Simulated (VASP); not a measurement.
A run of VASP 6.6.1:

Contents of INCAR:

```
SYSTEM = CsAs3
ALGO     = Fast           ! electronic algorithm
EDIFF    = 1E-7           ! SCF threshold, eV
EDIFFG   = -0.01          ! ionic threshold
ENCUT    = 600            ! plane-wave cutoff, eV
GGA      = PE             ! functional
IBRION   = 2              ! ionic algorithm
ISIF     = 3              ! what is computed and relaxed
ISMEAR   = 0              ! smearing method
LASPH    = .True.         ! aspherical terms in the spheres
LCHARG   = .False.        ! write CHGCAR
LREAL    = .False.        ! projectors in reciprocal space
LWAVE    = .False.        ! write WAVECAR
NELM     = 80             ! most SCF steps
NSW      = 100            ! ionic steps
PREC     = Accurate       ! precision mode
SIGMA    = 0.1            ! smearing width, eV
```

KPOINTS

```
k-points
0
Gamma
  12 12 12
  0 0 0
```

POSCAR

```
CsAs3
1.0
    0.0000000000      3.7493262409      3.7493262409
    3.7493262409      0.0000000000      3.7493262409
    3.7493262409      3.7493262409      0.0000000000
Cs As
1 3
Direct
    0.0000000000      0.0000000000      0.0000000000
    0.2500000000      0.2500000000      0.2500000000
    0.7500000000      0.7500000000      0.7500000000
    0.5000000000      0.5000000000      0.5000000000
```

Potentials or basis: VASP PAW PBE potentials, release 64 (Cs_sv, As).

Run with:

```sh
$ cat potpaw_PBE.64/Cs_sv/POTCAR potpaw_PBE.64/As/POTCAR > POTCAR
$ mpirun -np 1 vasp_std > vasp.out
```

Hardware: 1 thread of Oxide Virtual Turin-like Processor (shared host).

Question: How long does it take, and how much memory?

Answer: Run time: 5.6 min on 1 thread of Oxide Virtual Turin-like Processor, on a shared host, peak memory 0.33 GiB. Counts: scf iterations 23, k points 72, ion steps 2.
